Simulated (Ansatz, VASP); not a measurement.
# One calculation of K, two programs

```xyz
1
Lattice="0.0000 3.3919 3.3919 3.3919 0.0000 3.3919 3.3919 3.3919 0.0000" Properties=species:S:1:pos:R:3 pbc="T T T"
K     0.0000    0.0000    0.0000
```

Alike in both runs: task single point; functional PBE; k mesh 11 × 11 × 11; occupations fermi-dirac, width 0.05 eV; no spin polarisation.

```csv
,VASP,Ansatz
version,VASP 6.6.1,Ansatz 0.2.0
potentials or method,"VASP PAW PBE potentials, release 64 (K_sv), cutoff 520 eV","all-electron LAPW, scalar-relativistic"
```

```tsv
	VASP	Ansatz	Ansatz less VASP
pressure (GPa)	-0.2	-0.2	+0.01
```

Ansatz ran all-electron here, and VASP with PAW potentials.
